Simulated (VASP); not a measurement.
# ZnS (R3m) in VASP: a series of runs, part 2 of 2

VASP 6.6.1.

**3. Single point, PBE (equal xy, yz and zx shear strains of +2 %)**

Input file INCAR:

```
PREC = Accurate
ENCUT = 520
EDIFF = 1E-6
ISMEAR = -1
SIGMA = 0.01
LREAL = False
LASPH = True
NELM = 80
ALGO = Normal
ISIF = 2
LWAVE = False
LCHARG = False
GGA = PE
NBANDS = 16
```

Input file KPOINTS:

```
Automatic mesh
0
Gamma
  8 8 8
```

Input file POSCAR:

```
ZnS
1.0
    0.0540930000      2.7316965000      2.7316965000
    2.7316965000      0.0540930000      2.7316965000
    2.7316965000      2.7316965000      0.0540930000
Zn S
1 1
Direct
    0.0000000000      0.0000000000      0.0000000000
    0.7500000000      0.7500000000      0.7500000000
```

Potentials or basis: VASP PAW PBE potentials, release 64 (Zn, S).

On the command line:

```
$ cat potpaw_PBE.64/Zn/POTCAR potpaw_PBE.64/S/POTCAR > POTCAR
$ mpirun -np 1 vasp_std > vasp.out
```

OUTCAR:

```text
PREC = Accurate
   ENCUT = 520
   EDIFF = 1E-6
   ISMEAR = -1
   LREAL = False
   LASPH = True
   NELM = 80
   ISIF = 2
   GGA = PE

 ion  position               nearest neighbor table
   1  0.000  0.000  0.000-   2 2.33   2 2.33   2 2.33   2 2.39
   2  0.750  0.750  0.750-   1 2.33   1 2.33   1 2.33   1 2.39

  LATTYP: Found a trigonal (rhomboedric) cell.
 ALAT       =     3.8635809282
 COS(alpha) =     0.5197000882

  Lattice vectors:

 A1 = (   0.0540930000,   2.7316965000,   2.7316965000)
 A2 = (   2.7316965000,   0.0540930000,   2.7316965000)
 A3 = (   2.7316965000,   2.7316965000,   0.0540930000)

Analysis of symmetry for initial positions (statically):
=====================================================================
 Subroutine PRICEL returns:
 Original cell was already a primitive cell.

 Routine SETGRP: Setting up the symmetry group for a
 trigonal (rhombohedral) supercell.

 Subroutine GETGRP returns: Found  6 space group operations
 (whereof  6 operations were pure point group operations)
 out of a pool of 12 trial point group operations.

The static configuration has the point symmetry C_3v.

Analysis of symmetry for dynamics (positions and initial velocities):
=====================================================================
 Subroutine PRICEL returns:
 Original cell was already a primitive cell.

 Routine SETGRP: Setting up the symmetry group for a
 trigonal (rhombohedral) supercell.

 Subroutine GETGRP returns: Found  6 space group operations
 (whereof  6 operations were pure point group operations)
 out of a pool of 12 trial point group operations.

The dynamic configuration has the point symmetry C_3v.

 Subroutine INISYM returns: Found  6 space group operations
 (whereof  6 operations are pure point group operations),
 and found     1 'primitive' translations

[... 105 lines left out ...]
   NELECT =      18.0000    total number of electrons
   NUPDOWN=      -1.0000    fix difference up-down
   EMIN   =  10.00;   EMAX   =-10.00  energy-range for DOS
   EFERMI =   0.00;   METHOD = LEGACY
   ISMEAR =    -1;   SIGMA  =   0.01  broadening in eV -4-tet -1-fermi 0-gaus
   EFERMI_NEDOS =   21; number of points for ismear=-14 and -15
   IALGO  =     38    algorithm
   IMIX   =      4    mixing-type and parameters
     AMIX     =   0.40;   BMIX     =  1.00
     AMIX_MAG =   1.60;   BMIX_MAG =  1.00
  volume/ion in A,a.u.               =      19.78       133.48
  Fermi-wavevector in a.u.,A,eV,Ry     =   1.259180  2.379505 21.572496  1.585534
  Thomas-Fermi vector in A             =   2.392752
   LORBIT       =      0    0 simple, 1 ext, 2 COOP (PROOUT), +10 PAW based schemes
   GGA     = PE    functional components
   LHFCALC =     F    Hartree Fock is set to
   AEXX    =    0.0000 exact exchange contribution
   IVDW    =     0    specifies the selected vdW correction
   LEPSILON=     F    determine dielectric tensor
   LRPA    =     F    only Hartree local field effects (RPA)
 non-spin polarized calculation
  energy-cutoff  :      520.00
  volume of cell :       39.56
 maximum number of plane-waves:      1075
 NGX is ok and might be reduce to    30
   NGX = 15   NGY = 15   NGZ = 15

 number of electron      18.0000008 magnetization

 Free energy of the ion-electron system (eV)
  ---------------------------------------------------
  ext. energy  EPLUGINS =         0.00000000
  ---------------------------------------------------
  free energy    TOTEN  =        -6.83835080 eV

  energy without entropy =       -6.83835080  energy(sigma->0) =       -6.83835080

 E-fermi :   2.3543     XC(G=0):  -9.6175

 val. band max:        2.1208933148   @ k =   0.0000   0.0000   0.0000
 cond. band min:       4.1731555836   @ k =   0.0000   0.0000   0.0000
 fundamental gap:      2.0522622688
 Fermi energy:         2.3543407392

 k-point     1 :       0.0000    0.0000    0.0000
  band No.  band energies     occupation
      1     -11.0418      2.00000
      2      -4.2561      2.00000
      3      -4.2561      2.00000
      4      -4.2348      2.00000
      5      -3.7534      2.00000
      6      -3.7534      2.00000
[... 433 lines left out ...]
      3      -4.1534      2.00000
      4      -4.1302      2.00000
      5      -3.7653      2.00000
      6      -3.7266      2.00000
[... 8 lines left out ...]
     15      14.2471      0.00000
     16      15.3007      0.00000

 [... further k-points ...]
[... 5 lines left out ...]
  --------------------------------------------------------------------------------------
  -------------------------------------------------------------------------------------
  Total        0.4108631      0.4108631      0.4108631     -0.3257253     -0.3257253     -0.3257253
  in kB       16.6407906     16.6407906     16.6407906    -13.1925361    -13.1925361    -13.1925361
  external PRESSURE =      16.6407906 kB  Pullay stress =       0.0000000 kB

 VOLUME and BASIS-vectors are now :
 -----------------------------------------------------------------------------
  energy-cutoff  :      520.00
  volume of cell :       39.56
      direct lattice vectors                 reciprocal lattice vectors
     0.054093000  2.731696500  2.731696500    -0.188564872  0.184903418  0.184903418
     2.731696500  0.054093000  2.731696500     0.184903418 -0.188564872  0.184903418
     2.731696500  2.731696500  0.054093000     0.184903418  0.184903418 -0.188564872

 POSITION                                       TOTAL-FORCE (eV/Angst)
 -----------------------------------------------------------------------------------
      0.00000      0.00000      0.00000        -0.099368     -0.099368     -0.099368
      4.13811      4.13811      4.13811         0.099368      0.099368      0.099368
 -----------------------------------------------------------------------------------
    total drift:                               -0.000123     -0.000123     -0.000123

  FREE ENERGIE OF THE ION-ELECTRON SYSTEM (eV)
  ---------------------------------------------------
  free  energy   TOTEN  =        -6.8383507952 eV

  energy  without entropy=       -6.8383507952  energy(sigma->0) =       -6.83835080
```

OSZICAR:

```text
N       E                     dE             d eps       ncg     rms          rms(c)
DAV:   1     0.888356380254E+02    0.88836E+02   -0.89750E+03  2080   0.134E+03
DAV:   2    -0.145462644868E+01   -0.90290E+02   -0.84817E+02  2392   0.257E+02
DAV:   3    -0.720774213369E+01   -0.57531E+01   -0.57320E+01  2648   0.638E+01
DAV:   4    -0.726700045648E+01   -0.59258E-01   -0.59247E-01  2488   0.675E+00
DAV:   5    -0.726770331488E+01   -0.70286E-03   -0.70284E-03  2688   0.699E-01    0.687E+00
DAV:   6    -0.685905545323E+01    0.40865E+00   -0.73660E-01  3152   0.300E+01    0.537E+00
DAV:   7    -0.683866443234E+01    0.20391E-01   -0.25119E-01  2544   0.451E+00    0.271E+00
DAV:   8    -0.683794617183E+01    0.71826E-03   -0.51818E-03  2688   0.861E-01    0.702E-01
DAV:   9    -0.683818755475E+01   -0.24138E-03   -0.12363E-03  2512   0.280E-01    0.977E-02
DAV:  10    -0.683835914938E+01   -0.17159E-03   -0.23554E-04  2568   0.130E-01    0.470E-02
DAV:  11    -0.683835011677E+01    0.90326E-05   -0.33892E-05  2448   0.716E-02    0.889E-03
DAV:  12    -0.683835079519E+01   -0.67842E-06   -0.40951E-06  2648   0.211E-02
   1 F= -.68383508E+01 E0= -.68383508E+01  d E =-.138264E-12
```

stdout:

```text
POSCAR found type information on POSCAR ZnS
 POSCAR found :  2 types and       2 ions
 scaLAPACK will be used
 LDA part: xc-table for (Slater+PW92), standard interpolation
 POSCAR, INCAR and KPOINTS ok, starting setup
 FFT: planning ... GRIDC
 FFT: planning ... GRID_SOFT
 FFT: planning ... GRID
 WAVECAR not read
 entering main loop
```

Run time: 29 s. Hardware: 1 thread of Intel Xeon Platinum 8375C at 2.90GHz (Ice Lake), shared host; peak memory 0.19 GiB.

Results:

```yaml
Free_energy: -6.8384 eV
Pressure: 1.7 GPa
Largest_force: 0.172 eV/Å
Band_gap_on_the_k_mesh: 2.05 eV, direct
```

Forces on the atoms (eV/Å):
```
Zn  -0.099 -0.099 -0.099
S    0.099  0.099  0.099
```

Stress tensor (GPa, compression positive):
```
 1.66 -1.32 -1.32
-1.32  1.66 -1.32
-1.32 -1.32  1.66
```

Caveat: the cell differs from its parent crystal (equal xy, yz and zx shear strains of +2 %).
